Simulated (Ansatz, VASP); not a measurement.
## Two plane-wave programs on ZnRe

```
Zn Re
1.0
     4.39352    0.00000    0.00000
     0.00000    2.74693    0.00000
     0.00000    0.00000    4.83381
Zn Re
2 2
Direct
  0.75000 0.00000 0.63795
  0.25000 0.00000 0.36205
  0.75000 0.50000 0.13219
  0.25000 0.50000 0.86781
```

Change from the starting cell: the structure that the rattled caesium chloride type (Pm-3m, No. 221) fell into.

Alike in both runs: functional PBE; k mesh 10 × 18 × 10; occupations gaussian, width 0.1 eV; no spin polarisation.

Ansatz relaxed the structure, and its values are those at the end. VASP's run is a single point on that final structure, the one shown.

|  | VASP | Ansatz |
| --- | --- | --- |
| version | VASP 6.6.1 | Ansatz 0.2.0 |
| potentials or method | VASP PAW PBE potentials, release 64 (Zn, Re), cutoff 520 eV | scalar-relativistic, plane waves, PAW |
| valence electrons in the cell | 38 | 54 |

```csv
,VASP,Ansatz,Ansatz less VASP
gap on the k mesh at the Fermi level (eV),none,none,-
pressure (GPa),0.0,0.0,+0.04
rms of the force components (eV/Å),0.035,0.000,-0.0354
```

A gap of «none» marks a metal or a gap that the smearing closes. VASP's potentials hold 38 valence electrons a cell and Ansatz's 54, so a difference there can come from the potentials and not from the codes.

Spin-orbit coupling is off throughout.
